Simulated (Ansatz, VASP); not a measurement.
## Ca in VASP and in Ansatz

The input INCAR:

```
SYSTEM = Ca
PREC = Accurate
ENCUT = 520
EDIFF = 1E-6
ISMEAR = -1
SIGMA = 0.05
LREAL = .False.
LASPH = .True.
NELM = 100
ALGO = Normal
ISIF = 2
LWAVE = .False.
LCHARG = .False.
GGA = PE
NBANDS = 11
```

Contents of KPOINTS:

```
Automatic mesh
0
Gamma
  7 7 7
  0 0 0
```

File POSCAR:

```
Ca
1.0
    0.0000000000      2.8221420000      2.7942000000
    2.8221420000      0.0000000000      2.7942000000
    2.8221420000      2.8221420000      0.0000000000
Ca
1
Direct
    0.0000000000      0.0000000000      0.0000000000
```

File input.yaml:

```yaml
crystal:
  lattice:
    - [0.0, 2.822142, 2.7942]
    - [2.822142, 0.0, 2.7942]
    - [2.822142, 2.822142, 0.0]
  atoms:
    - { symbol: Ca, position: [0.0, 0.0, 0.0] }
hamiltonian:
  xc: pbe
  pseudopotentials: { kind: paw }
kpoints:
  mp_grid: { grid: [7, 7, 7] }
scf:
  occupations: { method: fermi_dirac, width: 0.05 }
output:
  forces: true
  stress: true
  eigenvalues: true
  write_density: true
  write_potential: true
  elf: true
  volumetric_format: npy
```

Alike in both runs: task single point; functional PBE; k mesh 7 × 7 × 7; occupations fermi-dirac, width 0.05 eV; no spin polarisation.

```csv
,VASP,Ansatz
version,VASP 6.6.1,Ansatz 0.2.0
potentials or method,"VASP PAW PBE potentials, release 64 (Ca_sv)",Ansatz PAW
plane-wave cutoff (eV),520,420
valence electrons in the cell,10,10
```

|  | VASP | Ansatz | Ansatz less VASP |
| --- | --- | --- | --- |
| gap on the k mesh at the Fermi level (eV) | none | none | - |
| pressure (GPa) | -0.8 | -0.8 | 0.00 |
| traceless stress, the component that is largest in VASP (GPa) | 0.07 | 0.07 | 0.000 |

A gap of «none» marks a metal or a gap that the smearing closes. The functional is the same, so the differences come from potentials, cutoffs and numerics.
